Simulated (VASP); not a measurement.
# LiCl in VASP: a series of runs

LiCl is run at these levels: PBE; tasks: relaxation of cell and atoms, single point.

Everything below comes from runs of VASP 6.6.1. Logs are shortened: lines on timing, memory, paths and dates and some standing lists are left out, and cuts for length are marked.

**1. The cell of the first run**

It takes space group Fm-3m (No. 225, cubic). The conventional cell has a = 5.154 Å, b = 5.154 Å, c = 5.154 Å, α = 90.00°, β = 90.00°, γ = 90.00°. Li (site symmetry m-3m) has 6 Cl at 2.58 Å within 3.4 Å. Within 3.4 Å of Cl (site symmetry m-3m) lie 6 Li at 2.58 Å.

**2. Relaxation of cell and atoms, PBE**

File INCAR:

```
  PREC = Accurate
  ENCUT = 600
  EDIFF = 1E-7
  ISMEAR = 0
  SIGMA = 0.02
  LREAL = False
  LASPH = True
  NELM = 100
  ALGO = Normal
  ISIF = 3
  LWAVE = False
  LCHARG = False
  GGA = PE
  IBRION = 2
  NSW = 100
  EDIFFG = -0.01
```

File KPOINTS:

```
Automatic mesh
0
Gamma
  8 8 8
```

File POSCAR:

```
LiCl
1.0
    0.0000000000      2.5767673228      2.5767673228
    2.5767673228      0.0000000000      2.5767673228
    2.5767673228      2.5767673228      0.0000000000
Li Cl
1 1
Direct
    0.0000000000      0.0000000000      0.0000000000
    0.5000000000      0.5000000000      0.5000000000
```

Potentials or basis: VASP PAW PBE potentials, release 64 (Li_sv, Cl).

Started as:

```bash
$ cat potpaw_PBE.64/Li_sv/POTCAR potpaw_PBE.64/Cl/POTCAR > POTCAR
$ mpirun -np 1 vasp_std > vasp.out
```

OUTCAR:

```text
PREC = Accurate
   ENCUT = 600
   EDIFF = 1E-7
   ISMEAR = 0
   LREAL = False
   LASPH = True
   NELM = 100
   ISIF = 3
   GGA = PE
   IBRION = 2
   NSW = 100
   EDIFFG = -0.01

 ion  position               nearest neighbor table
   1  0.000  0.000  0.000-   2 2.58   2 2.58   2 2.58   2 2.58   2 2.58   2 2.58
   2  0.500  0.500  0.500-   1 2.58   1 2.58   1 2.58   1 2.58   1 2.58   1 2.58

  LATTYP: Found a face centered cubic cell.
 ALAT       =     5.1535346456

  Lattice vectors:

 A1 = (   0.0000000000,   2.5767673228,   2.5767673228)
 A2 = (   2.5767673228,   0.0000000000,   2.5767673228)
 A3 = (   2.5767673228,   2.5767673228,   0.0000000000)

Analysis of symmetry for initial positions (statically):
=====================================================================
 Subroutine PRICEL returns:
 Original cell was already a primitive cell.

 Routine SETGRP: Setting up the symmetry group for a
 face centered cubic supercell.

 Subroutine GETGRP returns: Found 48 space group operations
 (whereof 48 operations were pure point group operations)
 out of a pool of 48 trial point group operations.

The static configuration has the point symmetry O_h .

Analysis of symmetry for dynamics (positions and initial velocities):
=====================================================================
 Subroutine PRICEL returns:
 Original cell was already a primitive cell.

 Routine SETGRP: Setting up the symmetry group for a
 face centered cubic supercell.

 Subroutine GETGRP returns: Found 48 space group operations
 (whereof 48 operations were pure point group operations)
 out of a pool of 48 trial point group operations.

The dynamic configuration has the point symmetry O_h .

 Subroutine INISYM returns: Found 48 space group operations
 (whereof 48 operations are pure point group operations),
 and found     1 'primitive' translations

----------------------------------------------------------------------------------------

                                     Primitive cell

  volume of cell :      34.2181

  direct lattice vectors                    reciprocal lattice vectors
[... 144 lines left out ...]
  -------------------------------------------------------------------------------------
  Total       -0.0340078     -0.0340078     -0.0340078      0.0000000      0.0000000     -0.0000000
  in kB       -1.5923308     -1.5923308     -1.5923308      0.0000000      0.0000000     -0.0000000
  external PRESSURE =      -1.5923308 kB  Pullay stress =       0.0000000 kB

 VOLUME and BASIS-vectors are now :
 -----------------------------------------------------------------------------
  energy-cutoff  :      600.00
  volume of cell :       34.22
      direct lattice vectors                 reciprocal lattice vectors
     0.000000000  2.576767323  2.576767323    -0.194041579  0.194041579  0.194041579
     2.576767323  0.000000000  2.576767323     0.194041579 -0.194041579  0.194041579
     2.576767323  2.576767323  0.000000000     0.194041579  0.194041579 -0.194041579

 POSITION                                       TOTAL-FORCE (eV/Angst)
 -----------------------------------------------------------------------------------
      0.00000      0.00000      0.00000         0.000000      0.000000     -0.000000
      2.57677      2.57677      2.57677         0.000000      0.000000      0.000000
 -----------------------------------------------------------------------------------
    total drift:                               -0.000000     -0.000000      0.000000

  FREE ENERGIE OF THE ION-ELECTRON SYSTEM (eV)
  ---------------------------------------------------
  free  energy   TOTEN  =        -7.3859265111 eV

  energy  without entropy=       -7.3859265111  energy(sigma->0) =       -7.38592651

--------------------------------------- Ionic step        2  -------------------------------------------

 number of electron      10.0000006 magnetization

 Free energy of the ion-electron system (eV)
  ---------------------------------------------------
  ext. energy  EPLUGINS =         0.00000000
  ---------------------------------------------------
  free energy    TOTEN  =        -7.38598957 eV

  energy without entropy =       -7.38598957  energy(sigma->0) =       -7.38598957

 E-fermi :   0.7514     XC(G=0):  -8.6808

 val. band max:        0.4932993090   @ k =   0.0000   0.0000   0.0000
 cond. band min:       6.7678534737   @ k =   0.0000   0.0000   0.0000
 fundamental gap:      6.2745541647
 Fermi energy:         0.7514478329

 k-point     1 :       0.0000    0.0000    0.0000
  band No.  band energies     occupation
      1     -43.0477      2.00000
      2     -12.8627      2.00000
      3       0.4933      2.00000
      4       0.4933      2.00000
      5       0.4933      2.00000
      6       6.7679      0.00000
      7      12.4220      0.00000
      8      12.4220      0.00000
      9      12.4220      0.00000
[... 265 lines left out ...]
 k-point    24 :      -0.3750    0.2500    0.1250
  band No.  band energies     occupation
      1     -43.0449      2.00000
      2     -12.1976      2.00000
      3      -2.0040      2.00000
      4      -0.7835      2.00000
      5      -0.0729      2.00000
      6       8.6829      0.00000
      7       9.7995      0.00000
      8      11.0148      0.00000
      9      12.1746      0.00000

 [... further k-points ...]
[... 5 lines left out ...]
  --------------------------------------------------------------------------------------
  -------------------------------------------------------------------------------------
  Total       -0.0174700     -0.0174700     -0.0174700     -0.0000000     -0.0000000      0.0000000
  in kB       -0.8200064     -0.8200064     -0.8200064     -0.0000000     -0.0000000      0.0000000
  external PRESSURE =      -0.8200064 kB  Pullay stress =       0.0000000 kB

 VOLUME and BASIS-vectors are now :
 -----------------------------------------------------------------------------
  energy-cutoff  :      600.00
  volume of cell :       34.13
      direct lattice vectors                 reciprocal lattice vectors
     0.000000000  2.574653567  2.574653567    -0.194200884  0.194200884  0.194200884
     2.574653567 -0.000000000  2.574653567     0.194200884 -0.194200884  0.194200884
     2.574653567  2.574653567 -0.000000000     0.194200884  0.194200884 -0.194200884

 POSITION                                       TOTAL-FORCE (eV/Angst)
 -----------------------------------------------------------------------------------
      2.57465      2.57465      5.14931        -0.000000     -0.000000      0.000000
      2.57465      2.57465      2.57465         0.000000      0.000000     -0.000000
 -----------------------------------------------------------------------------------
    total drift:                                0.000000     -0.000000      0.000000

  FREE ENERGIE OF THE ION-ELECTRON SYSTEM (eV)
  ---------------------------------------------------
  free  energy   TOTEN  =        -7.3859895735 eV

  energy  without entropy=       -7.3859895735  energy(sigma->0) =       -7.38598957

 reached required accuracy - stopping structural energy minimisation
```

CONTCAR:

```text
LiCl
   1.00000000000000
     0.0000000000000000    2.5746535674613025    2.5746535674613025
     2.5746535674613025   -0.0000000000000000    2.5746535674613025
     2.5746535674613025    2.5746535674613025   -0.0000000000000000
  Li              Cl
     1     1
Direct
     1.0000000000000000    1.0000000000000000    0.0000000000000000
     0.5000000000000000    0.5000000000000000    0.5000000000000000

  0.00000000E+00  0.00000000E+00  0.00000000E+00
  0.00000000E+00  0.00000000E+00  0.00000000E+00
```

It took 8.4 s on 1 thread of Intel Xeon 6975P-C (Granite Rapids), shared host; peak memory 0.16 GiB.

What came out:

```
Free energy                            : -7.3860 eV
Relaxed volume                         : 17.07 Å³/atom
Relaxed cell                           : a = 3.641 Å, b = 3.641 Å, c = 3.641 Å, α = 60.00°, β = 60.00°, γ = 60.00°
Space group after relaxing (to 0.05 Å) : Fm-3m (No. 225)
Energy gained by relaxing              : 0.0 meV/atom
Ionic steps                            : 2
Pressure after relaxing                : -0.1 GPa
Band gap on the k mesh                 : 6.27 eV, direct
```

Final structure:
```
Li Cl
1.0
     0.00000    2.57465    2.57465
     2.57465    0.00000    2.57465
     2.57465    2.57465    0.00000
Li Cl
1 1
Direct
  0.00000 0.00000 0.00000
  0.50000 0.50000 0.50000
```

Caveat: the cutoff is under 1.25 times the usual one of these potentials, so pressure, stress and relaxed cells hold a basis-set (Pulay) error. As with any semilocal functional, this PBE gap is likely too small.

**3. Relaxation of cell and atoms, PBE**

File INCAR:

```
SYSTEM = LiCl
PREC = Accurate
ENCUT = 600
EDIFF = 1E-6
ISMEAR = 0
SIGMA = 0.01
LREAL = .FALSE.
LASPH = .TRUE.
NELM = 100
ALGO = Normal
ISIF = 3
LWAVE = .FALSE.
LCHARG = .FALSE.
GGA = PE
IBRION = 2
NSW = 80
EDIFFG = -0.001
```

File KPOINTS:

```
Automatic mesh
0
G
  8 8 8
  0 0 0
```

File POSCAR:

```
LiCl
1.0
    0.0000000000      2.5756997545      2.5756997545
    2.5756997545      0.0000000000      2.5756997545
    2.5756997545      2.5756997545      0.0000000000
Li Cl
1 1
Direct
    0.0000000000      0.0000000000      0.0000000000
    0.5000000000      0.5000000000      0.5000000000
```

Potentials or basis: VASP PAW PBE potentials, release 64 (Li_sv, Cl).

Started as:

```bash
$ cat potpaw_PBE.64/Li_sv/POTCAR potpaw_PBE.64/Cl/POTCAR > POTCAR
$ mpirun -np 1 vasp_std > vasp.out
```

Run time: 12 s. Hardware: 1 thread of Intel Xeon 6975P-C (Granite Rapids), shared host; peak memory 0.16 GiB.

It converged, with:

| Property | Result |
| --- | --- |
| Free energy | -7.3860 eV |
| Relaxed volume | 17.02 Å³/atom |
| Relaxed cell | a = 3.638 Å, b = 3.638 Å, c = 3.638 Å, α = 60.00°, β = 60.00°, γ = 60.00° |
| Space group after relaxing (to 0.05 Å) | Fm-3m (No. 225) |
| Energy gained by relaxing | 0.0 meV/atom |
| Ionic steps | 4 |
| Pressure after relaxing | 0.0 GPa |
| Band gap on the k mesh | 6.29 eV, direct |

Final structure:
```yaml
crystal:
  lattice:
    - [0.00000, 2.57246, 2.57246]
    - [2.57246, 0.00000, 2.57246]
    - [2.57246, 2.57246, 0.00000]
  atoms:
    - { symbol: Li, position: [0.00000, 0.00000, 0.00000] }
    - { symbol: Cl, position: [0.50000, 0.50000, 0.50000] }
```

Levels at points of the mesh, in eV from the valence-band top:
| k point | band 1 | band 2 | band 3 | band 4 | band 5 | band 6 | band 7 | band 8 | band 9 |
| --- | --- | --- | --- | --- | --- | --- | --- | --- | --- |
| (0.00, 0.00, 0.00) | -43.54 | -13.36 | 0.00 | 0.00 | 0.00 | 6.29 | 11.93 | 11.93 | 11.93 |
| (0.50, 0.00, 0.00) | -43.53 | -12.81 | -2.78 | -0.25 | -0.25 | 6.75 | 9.50 | 9.50 | 12.88 |
| (0.50, 0.50, 0.00) | -43.53 | -12.57 | -2.85 | -1.08 | -1.08 | 7.86 | 8.31 | 12.36 | 14.05 |

Caveat: the cutoff is under 1.25 times the usual one of these potentials, so pressure, stress and relaxed cells hold a basis-set (Pulay) error. PBE gaps usually lie below the measured ones, often by a third to a half.

**4. Single point, PBE**

This run uses another cell than the first one: it holds 4 atoms, not 2.

File INCAR:

```
PREC     = Accurate       # precision mode
ENCUT    = 520            # plane-wave cutoff, eV
EDIFF    = 1E-6           # SCF threshold, eV
ISMEAR   = 0              # smearing method
SIGMA    = 0.1            # smearing width, eV
LREAL    = False          # projectors in reciprocal space
LASPH    = True           # aspherical terms in the spheres
NELM     = 80             # most SCF steps
ALGO     = Normal         # electronic algorithm
ISIF     = 2              # what is computed and relaxed
LWAVE    = False          # write WAVECAR
LCHARG   = False          # write CHGCAR
GGA      = PE             # functional
NBANDS   = 18             # bands
```

File KPOINTS:

```
Automatic mesh
0
Gamma
  6 6 6
```

File POSCAR:

```
LiCl
1.0
   -2.5756997545      0.0000000000     -2.5756997545
   -2.5756997545     -2.5756997545      0.0000000000
   -5.1513995089      2.5756997545      2.5756997545
Li Cl
2 2
Direct
    1.0000000000      1.0000000000      0.0000000000
    0.5000000000      0.5000000000      0.5000000000
    0.2500000000      0.2500000000      0.2500000000
    0.7500000000      0.7500000000      0.7500000000
```

Started as:

```bash
$ cat potpaw_PBE.64/Li_sv/POTCAR potpaw_PBE.64/Cl/POTCAR > POTCAR
$ mpirun -np 1 vasp_std > vasp.out
```

Run time: 36 s. Hardware: 1 thread of Oxide Virtual Turin-like, shared host; peak memory 0.15 GiB.

Results (log left out):

```
Free energy            : -14.7723 eV
Band gap on the k mesh : 6.27 eV
```

Levels at points of the mesh, in eV from the valence-band top:
```tsv
k point	band 8	band 9	band 10	band 11	band 12	band 13
(0.00, 0.00, 0.00)	0.00	0.00	0.00	6.27	6.75	9.49
(0.50, 0.00, 0.00)	-1.26	-0.70	-0.70	8.16	8.16	9.57
(0.50, 0.50, 0.00)	-1.08	-0.25	-0.25	6.75	7.86	8.31
(0.00, 0.00, 0.50)	-0.13	-0.13	-0.13	7.18	7.18	10.68
```

Caveat: the cutoff is under 1.25 times the usual one of these potentials, so pressure, stress and relaxed cells hold a basis-set (Pulay) error. A k mesh can miss the band edges.

**5. Single point, PBE**

This run uses another cell than the first one: it holds 4 atoms, not 2.

File INCAR:

```
PREC = Accurate ; ENCUT = 520
EDIFF = 1E-6 ; ISMEAR = 0
SIGMA = 0.1 ; LREAL = False
LASPH = True ; NELM = 80
ALGO = Normal ; ISIF = 2
LWAVE = False ; LCHARG = True
GGA = PE ; LELF = True
LVHAR = True ; NBANDS = 18
```

File KPOINTS:

```
regular mesh
0
Gamma
  4 6 6
```

File POSCAR:

```
LiCl
1.0
    5.1456528473      0.0000000000      0.0000000000
    0.0000000000      2.5750621072      2.5824134374
    0.0000000000     -2.5750621072      2.5824134374
Li Cl
2 2
Direct
    0.7497517989      0.5001344938      1.0001344938
    0.2502482011      1.0001344938      0.5001344938
    0.2501314874      0.4998655062     -0.0001344938
    0.7498685126     -0.0001344938      0.4998655062
```

Started as:

```bash
$ cat potpaw_PBE.64/Li_sv/POTCAR potpaw_PBE.64/Cl/POTCAR > POTCAR
$ mpirun -np 1 vasp_std > vasp.out
```

Wall time 31 s (1 thread of Oxide Virtual Turin-like, shared host); peak memory 0.16 GiB.

Results (log left out):

| Property | Result |
| --- | --- |
| Free energy | -14.7723 eV |
| Largest force | 0.003 eV/Å |
| Band gap on the k mesh | 6.25 eV |

Forces in eV/Å, atoms in the order of the input:
```
Li   0.001  0.000 -0.001
Li  -0.001  0.000 -0.001
Cl  -0.003  0.000  0.001
Cl   0.003  0.000  0.001
```

Levels at points of the mesh, in eV from the valence-band top:
```
           k point  band 6  band 7  band 8  band 9  band 10  band 11  band 12  band 13  band 14  band 15
(0.00, 0.00, 0.00)   -1.09   -1.08   -0.01   -0.01     0.00     6.25     7.85     8.30    11.90    11.93
(0.50, 0.00, 0.00)   -1.48   -0.59   -0.59   -0.58    -0.57     8.46     8.46     9.55     9.56     9.71
(0.00, 0.50, 0.00)   -2.06   -1.41   -1.41   -0.28    -0.28     8.15     8.15    10.18    10.18    10.19
(0.50, 0.50, 0.00)   -2.76   -0.26   -0.26   -0.25    -0.25     6.74     6.74     9.47     9.47     9.50
(0.00, 0.50, 0.50)   -2.83   -1.09   -1.08   -1.07    -1.07     7.85     7.85     8.30     8.32    12.28
(0.50, 0.50, 0.50)   -2.07   -2.07   -2.07   -1.05    -1.05     9.50     9.50    10.11    10.11    10.37
```

Caveat: the cutoff is under 1.25 times the usual one of these potentials, so pressure, stress and relaxed cells hold a basis-set (Pulay) error. A k mesh can miss the band edges.

**6. Single point, PBE**

This run uses another cell than the first one: it holds 4 atoms, not 2.

File INCAR:

```
SYSTEM = LiCl
PREC = Accurate ; ENCUT = 520
EDIFF = 1E-6 ; ISMEAR = 0
SIGMA = 0.1 ; LREAL = .False.
LASPH = .True. ; NELM = 100
ALGO = Normal ; ISIF = 2
LWAVE = .False. ; LCHARG = .True.
GGA = PE ; LELF = .True.
LVHAR = .True. ; NBANDS = 18
```

File KPOINTS:

```
Automatic mesh
0
Gamma
  6 6 6
  0 0 0
```

File POSCAR:

```
LiCl
1.0
   -2.5686913672      0.0005287285     -2.5835814706
   -2.5686313230     -2.5755609131      0.0006763470
   -5.1382710652      2.5764731112      2.5843447581
Li Cl
2 2
Direct
    0.9987106719      1.0006880661     -0.0002565376
    0.5010190641      0.5003922150      0.4996641189
    0.2511068379      0.2483107698      0.2502695730
    0.7491634261      0.7506089491      0.7503228457
```

Potentials or basis: VASP PAW PBE potentials, release 64 (Li_sv, Cl).

Started as:

```bash
$ cat potpaw_PBE.64/Li_sv/POTCAR potpaw_PBE.64/Cl/POTCAR > POTCAR
$ mpirun -np 1 vasp_std > vasp.out
```

Wall time 2.5 min (1 thread of Oxide Virtual Turin-like, shared host); peak memory 0.2 GiB.

The run converged. Its results:

- Free energy: -14.7722 eV
- Largest force: 0.007 eV/Å
- Band gap on the k mesh: 6.26 eV

Forces in eV/Å, atoms in the order of the input:
```
Li  -0.003  0.002 -0.002
Li   0.001  0.003  0.003
Cl  -0.001 -0.006  0.003
Cl   0.002  0.001 -0.004
```

Levels at points of the mesh, in eV from the valence-band top:
| k point | band 7 | band 8 | band 9 | band 10 | band 11 | band 12 | band 13 | band 14 |
| --- | --- | --- | --- | --- | --- | --- | --- | --- |
| (0.00, 0.00, 0.00) | -0.25 | -0.02 | -0.01 | 0.00 | 6.26 | 6.74 | 9.47 | 9.51 |
| (0.50, 0.00, 0.00) | -1.28 | -1.26 | -0.70 | -0.70 | 8.15 | 8.16 | 9.53 | 9.57 |
| (0.00, 0.50, 0.00) | -1.28 | -1.26 | -0.70 | -0.70 | 8.15 | 8.15 | 9.54 | 9.58 |
| (0.50, 0.50, 0.00) | -1.10 | -1.08 | -0.27 | -0.25 | 6.73 | 7.84 | 8.29 | 9.46 |
| (0.00, 0.00, 0.50) | -0.15 | -0.14 | -0.14 | -0.13 | 7.17 | 7.17 | 10.64 | 10.64 |
| (0.50, 0.00, 0.50) | -1.08 | -1.07 | -0.26 | -0.25 | 6.74 | 7.85 | 8.32 | 9.47 |
| (0.00, 0.50, 0.50) | -1.10 | -1.07 | -0.26 | -0.25 | 6.74 | 7.85 | 8.30 | 9.47 |
| (0.50, 0.50, 0.50) | -1.27 | -1.26 | -0.71 | -0.71 | 8.14 | 8.14 | 9.56 | 9.57 |

Caveat: the cutoff is under 1.25 times the usual one of these potentials, so pressure, stress and relaxed cells hold a basis-set (Pulay) error.

**7. Summary**

```csv
task,cell,k mesh,cutoff (eV),smearing,gap on the mesh (eV),pressure (GPa),relaxed volume (Å³/atom)
relaxation of cell and atoms,"relaxed from a = 3.644 Å, angles 60.0°, 2 atoms",8 × 8 × 8,600,gaussian 0.02 eV,6.27,-0.1,17.07
relaxation of cell and atoms,"relaxed from a = 3.643 Å, angles 60.0°, 2 atoms",8 × 8 × 8,600,gaussian 0.01 eV,6.29,0.0,17.02
single point,"a = 3.643, b = 3.643, c = 6.309 Å, angles 73.2, 73.2, 60.0°, 4 atoms",6 × 6 × 6,520,gaussian 0.1 eV,6.27,-,-
single point,"a = 5.146, b = 3.647, c = 3.647 Å, angles 89.8, 90.0, 90.0°, 4 atoms",4 × 6 × 6,520,gaussian 0.1 eV,6.25,-,-
single point,"a = 3.643, b = 3.637, c = 6.302 Å, angles 73.4, 73.5, 60.2°, 4 atoms",6 × 6 × 6,520,gaussian 0.1 eV,6.26,-,-
```

Alike in all rows: level PBE; potentials or basis VASP PAW PBE potentials, release 64 (Li_sv, Cl); no spin polarisation.

Caveats: the cutoff is under 1.25 times the usual one of these potentials, so pressure, stress and relaxed cells hold a basis-set (Pulay) error.

Total energies depend on the potentials used, so only differences within one code and one set of settings carry meaning.
